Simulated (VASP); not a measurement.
A run of VASP 6.6.1 is set up as follows.

Contents of INCAR:

```
SYSTEM = TiTe2
ALGO = Normal
EDIFF = 1E-6
ENCUT = 500
GGA = PE
GGA_COMPAT = .False.
ISIF = 2
ISMEAR = 0
LASPH = .True.
LCHARG = .True.
LELF = .True.
LREAL = .False.
LVHAR = .True.
LWAVE = .False.
NBANDS = 19
NELM = 120
PREC = Accurate
SIGMA = 0.05
```

File KPOINTS:

```
k-points
0
Gamma
  10 10 10
  0 0 0
```

The input POSCAR:

```
TiTe2
1.0
    0.0000000000      3.3036271078      3.3036271078
    3.3036271078      0.0000000000      3.3036271078
    3.3036271078      3.3036271078      0.0000000000
Ti Te
1 2
Direct
    0.0000000000      0.0000000000      0.0000000000
    0.2500000000      0.2500000000      0.2500000000
    0.7500000000      0.7500000000      0.7500000000
```

Potentials or basis: VASP PAW PBE potentials, release 64 (Ti_sv, Te).

Command:

```bash
$ cat potpaw_PBE.64/Ti_sv/POTCAR potpaw_PBE.64/Te/POTCAR > POTCAR
$ mpirun -np 1 vasp_std > vasp.out
```

Q: Predict the band gap on the k mesh.

A: Zero (band 12 reaches 9.01 eV, above the bottom of band 13 at 8.66 eV).

Q: Predict the pressure.

A: 10.2 GPa.

Caveat: spin-orbit coupling is left out, which moves the levels of the heavy elements.
